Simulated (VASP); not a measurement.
Set up this calculation in VASP 6.6.1, as the native input.

| Quantity | Value |
| --- | --- |
| Task | single point |
| Functional | PBEsol |
| Potentials or basis | VASP PAW PBE potentials, release 64 (Mg, S) |
| Cutoff | 520 eV |
| k mesh | 6 × 6 × 6 |
| Occupations | gaussian, width 0.02 eV |
| Spin | no spin polarisation |
| Dipole correction | no |
| Further INCAR settings | ALGO = Normal; EDIFF = 1e-06; NBANDS = 16 |

The structure of MgS lies in POSCAR:

```
MgS
1.0
    2.6946125525      2.6946125525      0.0000000000
   -2.5720147900      2.5720147900      0.0000000000
    0.0000000000      0.0000000000      5.1343498763
Mg S
2 2
Direct
    0.0000000000      0.0000000000      0.0000000000
    0.5000000000      0.5000000000      0.5000000000
    0.5000000000      0.5000000000      0.0000000000
    0.0000000000      0.0000000000      0.5000000000
```

This cell differs from its parent crystal: uniaxial strain along a: +4.0 %, then relaxed in part.

The input as run:

INCAR

```
PREC     = Accurate       # precision mode
ENCUT    = 520            # plane-wave cutoff, eV
EDIFF    = 1E-6           # SCF threshold, eV
ISMEAR   = 0              # smearing method
SIGMA    = 0.02           # smearing width, eV
LREAL    = False          # projectors in reciprocal space
LASPH    = True           # aspherical terms in the spheres
NELM     = 60             # most SCF steps
ALGO     = Normal         # electronic algorithm
ISIF     = 2              # what is computed and relaxed
LWAVE    = False          # write WAVECAR
LCHARG   = True           # write CHGCAR
GGA      = PS             # functional
LELF     = True           # ELF
LVHAR    = True         
NBANDS   = 16             # bands
```

KPOINTS

```
Automatic mesh
0
Gamma
  6 6 6
```

Potentials or basis: VASP PAW PBE potentials, release 64 (Mg, S).

Launch:

```bash
$ cat potpaw_PBE.64/Mg/POTCAR potpaw_PBE.64/S/POTCAR > POTCAR
$ mpirun -np 1 vasp_std > vasp.out
```

Results of the run:

- Pressure: -1.8 GPa
- Band gap on the k mesh: 2.28 eV

Caveat: the cell differs from its parent crystal (uniaxial strain along a: +4.0 %, then relaxed in part); the PAW data sets were made with another functional, which shifts forces and pressure a little.

Wall time 45 s on 1 thread of AMD EPYC 7R13 Processor (Zen 3) (shared host), peak memory 0.19 GiB.
